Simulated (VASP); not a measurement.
# LiNbO3: single point with PBE

The system is LiNbO3.

```
CELL_PARAMETERS angstrom
2.55596 1.47568 4.80060
-2.55596 1.47568 4.80060
0.00000 -2.95137 4.80060
ATOMIC_POSITIONS crystal
Li 0.25000 0.25000 0.25000
Li 0.75000 0.75000 0.75000
Nb 0.00000 0.00000 0.00000
Nb 0.50000 0.50000 0.50000
O 0.14948 0.35052 0.75000
O 0.75000 0.14948 0.35052
O 0.35052 0.75000 0.14948
O 0.85052 0.64948 0.25000
O 0.25000 0.85052 0.64948
O 0.64948 0.25000 0.85052
```

This cell differs from its parent crystal: atoms shifted along a free coordinate, c/a of the conventional cell at fixed volume 2.8173.

```
Program                : VASP 6.6.1
Task                   : single point
Functional             : PBE
Potentials or basis    : VASP PAW PBE potentials, release 64 (Li_sv, Nb_sv, O)
Cutoff                 : 520 eV
k mesh                 : 6 × 6 × 6
Occupations            : gaussian, width 0.05 eV
Spin                   : no spin polarisation
Dipole correction      : no
Further INCAR settings : ALGO = Normal; EDIFF = 1e-07; NBANDS = 45
```

* Largest force: 0.749 eV/Å
* Band gap on the k mesh: 2.33 eV (least direct gap 2.45 eV)

Forces in eV/Å, atoms in the order of the input:
```
Li   0.000  0.000  0.000
Li   0.000  0.000  0.000
Nb   0.000  0.000  0.000
Nb   0.000  0.000  0.000
O   -0.749  0.000  0.000
O    0.375 -0.649  0.000
O    0.375  0.649  0.000
O    0.749  0.000  0.000
O   -0.375  0.649  0.000
O   -0.375 -0.649  0.000
```

Levels at points of the mesh, in eV from the valence-band top:
| k point | band 32 | band 33 | band 34 | band 35 | band 36 | band 37 |
| --- | --- | --- | --- | --- | --- | --- |
| (0.00, 0.00, 0.00) | -0.18 | -0.09 | -0.09 | 2.36 | 2.36 | 2.80 |
| (0.50, 0.00, 0.00) | -0.51 | -0.26 | -0.26 | 4.03 | 4.03 | 4.16 |
| (0.50, 0.50, 0.00) | -0.62 | -0.34 | -0.12 | 2.33 | 3.85 | 4.26 |
| (0.50, 0.50, 0.50) | -0.25 | -0.25 | -0.25 | 4.42 | 4.42 | 4.42 |

It took 110 s on 1 thread of Intel(R) Xeon(R) 6975P-C (Granite Rapids), on a shared host, peak memory 0.32 GiB.

 A k mesh can miss the band edges.
